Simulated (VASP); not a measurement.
# CsI (Pm-3m) in VASP: a series of runs

CsI is run at these levels: PBEsol, LDA, r2SCAN; tasks: single point, relaxation of cell and atoms.

Everything below comes from runs of VASP 6.6.1. Logs are shortened: lines on timing, memory, paths and dates and some standing lists are left out, and cuts for length are marked.

## Step 1: The cell of the first run

Symmetry: Pm-3m, No. 221, cubic system. The conventional cell has a = 4.512 Å, b = 4.512 Å, c = 4.512 Å, α = 90.00°, β = 90.00°, γ = 90.00°. Within 5.1 Å of Cs (site symmetry m-3m) lie 8 I at 3.91 Å and 6 Cs at 4.51 Å. Within 5.1 Å of I (site symmetry m-3m) lie 8 Cs at 3.91 Å and 6 I at 4.51 Å.

## Step 2: Single point, PBEsol

INCAR reads:

```
  PREC = Accurate
  ENCUT = 500
  EDIFF = 1E-6
  ISMEAR = -1
  SIGMA = 0.02
  LREAL = False
  LASPH = True
  NELM = 120
  ALGO = Normal
  ISIF = 2
  LWAVE = False
  LCHARG = False
  GGA = PS
  NBANDS = 15
  GGA_COMPAT = False
```

KPOINTS reads:

```
regular mesh
0
Gamma
  6 6 6
```

POSCAR reads:

```
CsI
1.0
    4.5124339893      0.0000000000      0.0000000000
    0.0000000000      4.5124339893      0.0000000000
    0.0000000000      0.0000000000      4.5124339893
Cs I
1 1
Direct
    0.0000000000      0.0000000000      0.0000000000
    0.5000000000      0.5000000000      0.5000000000
```

Potentials or basis: VASP PAW PBE potentials, release 64 (Cs_sv, I).

Run with:

```
$ cat potpaw_PBE.64/Cs_sv/POTCAR potpaw_PBE.64/I/POTCAR > POTCAR
$ mpirun -np 1 vasp_std > vasp.out
```

OUTCAR:

```text
PREC = Accurate
   ENCUT = 500
   EDIFF = 1E-6
   ISMEAR = -1
   LREAL = False
   LASPH = True
   NELM = 120
   ISIF = 2
   GGA = PS

 ion  position               nearest neighbor table
   1  0.000  0.000  0.000-
   2  0.500  0.500  0.500-

  LATTYP: Found a simple cubic cell.
 ALAT       =     4.5124339893

  Lattice vectors:

 A1 = (   4.5124339893,   0.0000000000,   0.0000000000)
 A2 = (   0.0000000000,   4.5124339893,   0.0000000000)
 A3 = (   0.0000000000,   0.0000000000,   4.5124339893)

Analysis of symmetry for initial positions (statically):
=====================================================================
 Subroutine PRICEL returns:
 Original cell was already a primitive cell.

 Routine SETGRP: Setting up the symmetry group for a
 simple cubic supercell.

 Subroutine GETGRP returns: Found 48 space group operations
 (whereof 48 operations were pure point group operations)
 out of a pool of 48 trial point group operations.

The static configuration has the point symmetry O_h .

Analysis of symmetry for dynamics (positions and initial velocities):
=====================================================================
 Subroutine PRICEL returns:
 Original cell was already a primitive cell.

 Routine SETGRP: Setting up the symmetry group for a
 simple cubic supercell.

 Subroutine GETGRP returns: Found 48 space group operations
 (whereof 48 operations were pure point group operations)
 out of a pool of 48 trial point group operations.

The dynamic configuration has the point symmetry O_h .

 Subroutine INISYM returns: Found 48 space group operations
 (whereof 48 operations are pure point group operations),
 and found     1 'primitive' translations

----------------------------------------------------------------------------------------

                                     Primitive cell

  volume of cell :      91.8825

  direct lattice vectors                    reciprocal lattice vectors
     4.512433989  0.000000000  0.000000000     0.221609890  0.000000000  0.000000000
     0.000000000  4.512433989  0.000000000     0.000000000  0.221609890  0.000000000
     0.000000000  0.000000000  4.512433989     0.000000000  0.000000000  0.221609890

  length of vectors
     4.512433989  4.512433989  4.512433989     0.221609890  0.221609890  0.221609890

[... 80 lines left out ...]
   NFREE  =      0    steps in history (QN), initial steepest desc. (CG)
   ISIF   =      2    stress and relaxation
   ISYM   =      2    0-nonsym 1-usesym 2-fastsym
   POTIM  = 0.5000    time-step for ionic-motion
   TEBEG  =    0.0;   TEEND  =   0.0 temperature during run
   PSTRESS=    0.0 pullay stress
   NELECT =      16.0000    total number of electrons
   NUPDOWN=      -1.0000    fix difference up-down
   EMIN   =  10.00;   EMAX   =-10.00  energy-range for DOS
   EFERMI =   0.00;   METHOD = LEGACY
   ISMEAR =    -1;   SIGMA  =   0.02  broadening in eV -4-tet -1-fermi 0-gaus
   EFERMI_NEDOS =   21; number of points for ismear=-14 and -15
   IALGO  =     38    algorithm
   IMIX   =      4    mixing-type and parameters
     AMIX     =   0.40;   BMIX     =  1.00
     AMIX_MAG =   1.60;   BMIX_MAG =  1.00
  volume/ion in A,a.u.               =      45.94       310.03
  Fermi-wavevector in a.u.,A,eV,Ry     =   0.914192  1.727572 11.371022  0.835747
  Thomas-Fermi vector in A             =   2.038790
   LORBIT       =      0    0 simple, 1 ext, 2 COOP (PROOUT), +10 PAW based schemes
   GGA     = PS    functional components
   LHFCALC =     F    Hartree Fock is set to
   AEXX    =    0.0000 exact exchange contribution
   IVDW    =     0    specifies the selected vdW correction
   LEPSILON=     F    determine dielectric tensor
   LRPA    =     F    only Hartree local field effects (RPA)
 non-spin polarized calculation
  energy-cutoff  :      500.00
  volume of cell :       91.88
 maximum number of plane-waves:      2360
 NGX is ok and might be reduce to    36
   NGX = 17   NGY = 17   NGZ = 17

 number of electron      16.0000000 magnetization

 Free energy of the ion-electron system (eV)
  ---------------------------------------------------
  ext. energy  EPLUGINS =         0.00000000
  ---------------------------------------------------
  free energy    TOTEN  =        -5.77464784 eV

  energy without entropy =       -5.77464784  energy(sigma->0) =       -5.77464784

 E-fermi :   1.3772     XC(G=0):  -8.1100

 val. band max:        0.9151963964   @ k =   0.5000   0.5000   0.0000
 cond. band min:       4.7344632692   @ k =   0.0000   0.0000   0.0000
 fundamental gap:      3.8192668728
 Fermi energy:         1.3771677616

 k-point     1 :       0.0000    0.0000    0.0000
  band No.  band energies     occupation
      1     -19.4032      2.00000
      2      -9.8367      2.00000
      3      -6.0814      2.00000
      4      -6.0814      2.00000
      5      -6.0814      2.00000
      6       0.8313      2.00000
      7       0.8313      2.00000
      8       0.8313      2.00000
      9       4.7345      0.00000
     10       4.9327      0.00000
     11       4.9327      0.00000
     12       8.7336      0.00000
     13       8.7336      0.00000
     14       8.7336      0.00000
[... 329 lines left out ...]
      2      -9.5311      2.00000
      3      -6.3661      2.00000
      4      -6.3661      2.00000
      5      -6.3661      2.00000
      6      -0.5153      2.00000
      7      -0.5153      2.00000
      8      -0.5153      2.00000
      9       8.0874      0.00000
     10       8.0874      0.00000
     11       8.0874      0.00000
     12       8.8985      0.00000
     13       8.8985      0.00000
     14       8.8985      0.00000
     15      10.9433      0.00000

------------------------ aborting loop because EDIFF is reached ----------------------------------------

  FORCE on cell =-STRESS in cart. coord.  units (eV):
  Direction    XX          YY          ZZ          XY          YZ          ZX
  --------------------------------------------------------------------------------------
  -------------------------------------------------------------------------------------
  Total        0.0054810      0.0054810      0.0054810      0.0000000      0.0000000      0.0000000
  in kB        0.0955728      0.0955728      0.0955728      0.0000000      0.0000000      0.0000000
  external PRESSURE =       0.0955728 kB  Pullay stress =       0.0000000 kB

 VOLUME and BASIS-vectors are now :
 -----------------------------------------------------------------------------
  energy-cutoff  :      500.00
  volume of cell :       91.88
      direct lattice vectors                 reciprocal lattice vectors
     4.512433989  0.000000000  0.000000000     0.221609890  0.000000000  0.000000000
     0.000000000  4.512433989  0.000000000     0.000000000  0.221609890  0.000000000
     0.000000000  0.000000000  4.512433989     0.000000000  0.000000000  0.221609890

 POSITION                                       TOTAL-FORCE (eV/Angst)
 -----------------------------------------------------------------------------------
      0.00000      0.00000      0.00000         0.000000      0.000000      0.000000
      2.25622      2.25622      2.25622         0.000000      0.000000      0.000000
 -----------------------------------------------------------------------------------
    total drift:                               -0.000000      0.000000      0.000000

  FREE ENERGIE OF THE ION-ELECTRON SYSTEM (eV)
  ---------------------------------------------------
  free  energy   TOTEN  =        -5.7746478380 eV

  energy  without entropy=       -5.7746478380  energy(sigma->0) =       -5.77464784
```

OSZICAR:

```text
N       E                     dE             d eps       ncg     rms          rms(c)
DAV:   1     0.849194254393E+02    0.84919E+02   -0.60951E+03   600   0.864E+02
DAV:   2     0.137011846060E+01   -0.83549E+02   -0.77207E+02   829   0.138E+02
DAV:   3    -0.581337803470E+01   -0.71835E+01   -0.71615E+01   775   0.451E+01
DAV:   4    -0.590413571011E+01   -0.90758E-01   -0.90748E-01   804   0.627E+00
DAV:   5    -0.590509713219E+01   -0.96142E-03   -0.96142E-03   796   0.605E-01    0.141E+00
DAV:   6    -0.579609235815E+01    0.10900E+00   -0.81774E-02   719   0.149E+00    0.936E-01
DAV:   7    -0.577251638268E+01    0.23576E-01   -0.79595E-02   726   0.141E+00    0.499E-01
DAV:   8    -0.577484159771E+01   -0.23252E-02   -0.10509E-02   677   0.538E-01    0.861E-02
DAV:   9    -0.577460730911E+01    0.23429E-03   -0.55765E-04   824   0.129E-01    0.426E-02
DAV:  10    -0.577465181133E+01   -0.44502E-04   -0.16438E-04   656   0.640E-02    0.326E-02
DAV:  11    -0.577464752114E+01    0.42902E-05   -0.21073E-05   754   0.209E-02    0.116E-02
DAV:  12    -0.577464783797E+01   -0.31683E-06   -0.29030E-06   712   0.106E-02
   1 F= -.57746478E+01 E0= -.57746478E+01  d E =-.145443E-11
```

stdout:

```text
POSCAR found type information on POSCAR CsI
 POSCAR found :  2 types and       2 ions
 scaLAPACK will be used
 -----------------------------------------------------------------------------
|                                                                             |
|                                                                             |
|     You enforced a specific xc type in the INCAR file but a different       |
|     I HOPE YOU KNOW WHAT YOU ARE DOING!                                     |
|                                                                             |
 -----------------------------------------------------------------------------

 LDA part: xc-table for (Slater+PW92), standard interpolation
 POSCAR, INCAR and KPOINTS ok, starting setup
 FFT: planning ... GRIDC
 FFT: planning ... GRID_SOFT
 FFT: planning ... GRID
 WAVECAR not read
 entering main loop
```

Run time: 26 s. Hardware: 1 thread of Intel Xeon Platinum 8375C at 2.90GHz (Ice Lake), shared host; peak memory 0.21 GiB.

Results:

| Item | Value |
| --- | --- |
| Free energy | -5.7746 eV |
| Pressure | 0.0 GPa |
| Band gap on the k mesh | 3.82 eV (least direct gap 3.90 eV) |

Levels at points of the mesh, in eV from the valence-band top:
```tsv
k point	band 6	band 7	band 8	band 9	band 10	band 11
(0.00, 0.00, 0.00)	-0.08	-0.08	-0.08	3.82	4.02	4.02
(0.50, 0.00, 0.00)	-1.69	-0.27	-0.27	5.09	6.49	6.68
(0.50, 0.50, 0.00)	-0.90	-0.90	0.00	4.12	4.83	6.04
(0.50, 0.50, 0.50)	-1.43	-1.43	-1.43	7.17	7.17	7.17
```

Caveat: the PAW data sets were made with another functional, which shifts forces and pressure a little; spin-orbit coupling is left out, which moves the levels of the heavy elements. A k mesh can miss the band edges.

## Step 3: Single point, LDA

This run uses another cell than the first one, of 48.93 Å³/atom.

INCAR reads:

```
ALGO = Normal ; EDIFF = 1E-6
ENCUT = 500 ; GGA = CA
GGA_COMPAT = False ; ISIF = 2
ISMEAR = 0 ; LASPH = True
LCHARG = False ; LREAL = False
LWAVE = False ; NBANDS = 15
NELM = 120 ; PREC = Accurate
SIGMA = 0.01
```

KPOINTS reads:

```
k-points
0
Gamma
  6 6 6
```

POSCAR reads:

```
CsI
1.0
    4.6081171041      0.0000000000      0.0000000000
    0.0000000000      4.6081171041      0.0000000000
    0.0000000000      0.0000000000      4.6081171041
Cs I
1 1
Direct
    0.0000000000      0.0000000000      0.0000000000
    0.5000000000      0.5000000000      0.5000000000
```

Potentials or basis: VASP PAW LDA potentials, release 64 (Cs_sv, I).

Run with:

```
$ cat potpaw_LDA.64/Cs_sv/POTCAR potpaw_LDA.64/I/POTCAR > POTCAR
$ mpirun -np 1 vasp_std > vasp.out
```

OUTCAR:

```text
EDIFF = 1E-6
   ENCUT = 500
   GGA = CA
   ISIF = 2
   ISMEAR = 0
   LASPH = True
   LREAL = False
   NELM = 120
   PREC = Accurate

 ion  position               nearest neighbor table
   1  0.000  0.000  0.000-
   2  0.500  0.500  0.500-

  LATTYP: Found a simple cubic cell.
 ALAT       =     4.6081171041

  Lattice vectors:

 A1 = (   4.6081171041,   0.0000000000,   0.0000000000)
[... 537 lines left out ...]
     14       8.0916      0.00000
     15      10.1305      0.00000

------------------------ aborting loop because EDIFF is reached ----------------------------------------

  FORCE on cell =-STRESS in cart. coord.  units (eV):
  Direction    XX          YY          ZZ          XY          YZ          ZX
  --------------------------------------------------------------------------------------
  -------------------------------------------------------------------------------------
  Total       -0.9759909     -0.9759909     -0.9759909     -0.0000000      0.0000000      0.0000000
  in kB      -15.9803335    -15.9803335    -15.9803335     -0.0000000      0.0000000      0.0000000
  external PRESSURE =     -15.9803335 kB  Pullay stress =       0.0000000 kB

 VOLUME and BASIS-vectors are now :
 -----------------------------------------------------------------------------
  energy-cutoff  :      500.00
  volume of cell :       97.85
      direct lattice vectors                 reciprocal lattice vectors
     4.608117104  0.000000000  0.000000000     0.217008374  0.000000000  0.000000000
     0.000000000  4.608117104  0.000000000     0.000000000  0.217008374  0.000000000
     0.000000000  0.000000000  4.608117104     0.000000000  0.000000000  0.217008374

 POSITION                                       TOTAL-FORCE (eV/Angst)
 -----------------------------------------------------------------------------------
      0.00000      0.00000      0.00000         0.000000      0.000000      0.000000
      2.30406      2.30406      2.30406         0.000000      0.000000      0.000000
 -----------------------------------------------------------------------------------
    total drift:                               -0.000000      0.000000      0.000000

  FREE ENERGIE OF THE ION-ELECTRON SYSTEM (eV)
  ---------------------------------------------------
  free  energy   TOTEN  =        -6.1182572286 eV

  energy  without entropy=       -6.1182572286  energy(sigma->0) =       -6.11825723
```

Wall time 24 s (1 thread of Intel Xeon Platinum 8375C at 2.90GHz (Ice Lake), shared host); peak memory 0.18 GiB.

Results:

- Free energy: -6.1183 eV
- Pressure: -1.6 GPa
- Band gap on the k mesh: 3.45 eV (least direct gap 3.55 eV)

Levels at points of the mesh, in eV from the valence-band top:
```csv
k point,band 6,band 7,band 8,band 9,band 10,band 11
"(0.00, 0.00, 0.00)",-0.09,-0.09,-0.09,3.45,4.00,4.00
"(0.50, 0.00, 0.00)",-1.56,-0.24,-0.24,4.98,6.12,6.37
"(0.50, 0.50, 0.00)",-0.86,-0.86,0.00,3.99,4.70,5.95
"(0.50, 0.50, 0.50)",-1.29,-1.29,-1.29,6.87,6.87,6.87
```

Caveat: spin-orbit coupling is left out, which moves the levels of the heavy elements. A k mesh can miss the band edges.

(Continued in part 2 of 3.)
